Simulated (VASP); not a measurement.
Crystal: Co.

```
Co
1.0
     2.28685    0.00000    0.00000
     0.00000    2.28685    0.00000
     0.00000    0.00000    2.28685
Co
1
Direct
  0.00000 0.00000 0.00000
```

```yaml
Program: VASP 6.6.1
Task: relaxation of cell and atoms
Functional: revPBE
Potentials_or_basis: VASP PAW PBE potentials, release 64 (Co)
Cutoff: 600 eV
k_mesh: 14 × 14 × 14
Occupations: fermi-dirac, width 0.05 eV
Spin: collinear spin, ferromagnetic start
Starting_moments: "[1.7] μB"
```

At the start: pressure 13.7 GPa; volume 11.96 Å³/atom.

Question: How do energy, volume and symmetry change on relaxing?

Answer: Over 4 steps the energy falls by 45.8 meV/atom and the volume is 13.06 Å³/atom (+9.2 %); space group Pm-3m (No. 221, to 0.05 Å); moment 1.89 μB per cell.

Step by step:
| step | energy change (eV) | largest force (eV/Å) | pressure (GPa) | volume (Å³) |
| --- | --- | --- | --- | --- |
| 1 | 0.0000 | 0.0000 | 13.68 | 11.96 |
| 2 | -0.0288 | 0.0000 | -6.85 | 13.82 |
| 3 | -0.0457 | 0.0000 | -0.17 | 13.08 |
| 4 | -0.0458 | 0.0000 | 0.11 | 13.06 |

Final structure:
```
Co
1.0
     2.35480    0.00000    0.00000
     0.00000    2.35480    0.00000
     0.00000    0.00000    2.35480
Co
1
Direct
  0.00000 0.00000 0.00000
```

Caveat: the PAW data sets were made with another functional, which shifts forces and pressure a little.
